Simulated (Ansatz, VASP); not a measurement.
One calculation of MoS2, two programs

Contents of INCAR:

```
SYSTEM = MoS2
PREC     = Accurate       ! precision mode
ENCUT    = 520            ! plane-wave cutoff, eV
EDIFF    = 1E-6           ! SCF threshold, eV
ISMEAR   = -1             ! smearing method
SIGMA    = 0.05           ! smearing width, eV
LREAL    = .FALSE.        ! projectors in reciprocal space
LASPH    = .TRUE.         ! aspherical terms in the spheres
NELM     = 100            ! most SCF steps
ALGO     = Normal         ! electronic algorithm
ISIF     = 2              ! what is computed and relaxed
LWAVE    = .FALSE.        ! write WAVECAR
LCHARG   = .TRUE.         ! write CHGCAR
LDIPOL   = .TRUE.       
IDIPOL   = 3            
DIPOL    = 0.5 0.5 0.500
GGA      = PE             ! functional
LELF     = .TRUE.         ! ELF
LVHAR    = .TRUE.       
LVACPOTAV= .TRUE.       
NBANDS   = 35             ! bands
```

File KPOINTS:

```
Automatic mesh
0
G
  10 10 1
  0 0 0
```

The input POSCAR:

```
MoS2
1.0
    3.1710014916      0.0000000000      0.0000000000
   -1.5855007458      2.7461678472      0.0000000000
    0.0000000000      0.0000000000     24.1725000000
S Mo
4 2
Direct
    0.0000000000      0.0000000000      0.3102699348
    0.3333333333      0.6666666667      0.4367566449
    0.6666666667      0.3333333333      0.5632433551
    0.0000000000      0.0000000000      0.6897300652
    0.6666666667      0.3333333333      0.3735132899
    0.3333333333      0.6666666667      0.6264867101
```

input.yaml

```yaml
crystal:
  lattice:
    - [3.1710014916, 0.0, 0.0]
    - [-1.5855007458, 2.7461678472, 0.0]
    - [0.0, 0.0, 24.1725]
  atoms:
    - { symbol: S, position: [0.0, 0.0, 0.3102699348] }
    - { symbol: Mo, position: [0.6666666667, 0.3333333333, 0.3735132899] }
    - { symbol: S, position: [0.3333333333, 0.6666666667, 0.4367566449] }
    - { symbol: S, position: [0.6666666667, 0.3333333333, 0.5632433551] }
    - { symbol: Mo, position: [0.3333333333, 0.6666666667, 0.6264867101] }
    - { symbol: S, position: [0.0, 0.0, 0.6897300652] }
hamiltonian:
  xc: pbe
  pseudopotentials: { kind: paw }
kpoints:
  mp_grid: { grid: [10, 10, 1] }
scf:
  occupations: { method: fermi_dirac, width: 0.05 }
output:
  forces: true
  eigenvalues: true
  write_density: true
  write_potential: true
  elf: true
  volumetric_format: npy
efield:
  axis: 3
  dipole_correction: true
  ramp_width: 0.04
```

Alike in both runs: task single point; functional PBE; k mesh 10 × 10 × 1; occupations fermi-dirac, width 0.05 eV; no spin polarisation.

```csv
,VASP,Ansatz
version,VASP 6.6.1,Ansatz 0.2.0
potentials or method,"VASP PAW PBE potentials, release 64 (S, Mo_sv)",Ansatz PAW
plane-wave cutoff (eV),520,420
valence electrons in the cell,52,52
```

```tsv
	VASP	Ansatz	Ansatz less VASP
gap on the k mesh at the Fermi level (eV)	none	none	-
rms of the force components (eV/Å)	0.495	0.500	+0.0051
work function, face that differs most (eV)	5.05	5.08	+0.026
```

A gap of «none» marks a metal or a gap that the smearing closes. The functional is the same, so the differences come from potentials, cutoffs and numerics.
